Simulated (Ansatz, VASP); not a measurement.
**W in VASP and in Ansatz**

```xyz
2
Lattice="3.2791 0.0000 0.0000 0.0000 3.2791 0.0000 0.0000 0.0000 3.2791" Properties=species:S:1:pos:R:3 pbc="T T T"
W     0.0000    0.0000    0.0000
W     1.6395    1.6395    1.6395
```

Change from the starting cell: equal strain along all axes, cell held, atoms relaxed: +3.0 %.

Alike in both runs: task single point; functional PBE; k mesh 16 × 16 × 16; occupations gaussian, width 0.1 eV; no spin polarisation.

```csv
,VASP,Ansatz
version,VASP 6.6.1,Ansatz 0.2.0
potentials or method,"VASP PAW PBE potentials, release 64 (W_sv), cutoff 520 eV","scalar-relativistic, plane waves, PAW"
valence electrons in the cell,28,28
```

```tsv
	VASP	Ansatz	Ansatz less VASP
gap on the k mesh at the Fermi level (eV)	none	none	-
pressure (GPa)	-22.0	-22.2	-0.24
```

A gap of «none» marks a metal or a gap that the smearing closes.

Spin-orbit coupling is off throughout.
